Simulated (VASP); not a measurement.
Input of a VASP 6.6.1 run:

File INCAR:

```
SYSTEM = HfN
PREC     = Accurate       ! precision mode
ENCUT    = 520            ! plane-wave cutoff, eV
EDIFF    = 1E-6           ! SCF threshold, eV
ISMEAR   = 1              ! smearing method
SIGMA    = 0.1            ! smearing width, eV
LREAL    = .False.        ! projectors in reciprocal space
LASPH    = .True.         ! aspherical terms in the spheres
NELM     = 100            ! most SCF steps
ALGO     = Normal         ! electronic algorithm
ISIF     = 2              ! what is computed and relaxed
LWAVE    = .False.        ! write WAVECAR
LCHARG   = .False.        ! write CHGCAR
GGA      = PE             ! functional
NBANDS   = 14             ! bands
```

KPOINTS

```
regular mesh
0
Gamma
  18 18 18
  0 0 0
```

The input POSCAR:

```
HfN
1.0
    0.0000000000      2.2354791452      2.2354791452
    2.2354791452      0.0000000000      2.2354791452
    2.2354791452      2.2354791452      0.0000000000
Hf N
1 1
Direct
    0.0000000000      0.0000000000      0.0000000000
    0.5000000000      0.5000000000      0.5000000000
```

Potentials or basis: VASP PAW PBE potentials, release 64 (Hf_pv, N).

Run with:

```sh
$ cat potpaw_PBE.64/Hf_pv/POTCAR potpaw_PBE.64/N/POTCAR > POTCAR
$ mpirun -np 1 vasp_std > vasp.out
```

Task: What does it give for the pressure?

Result: 12.5 GPa.
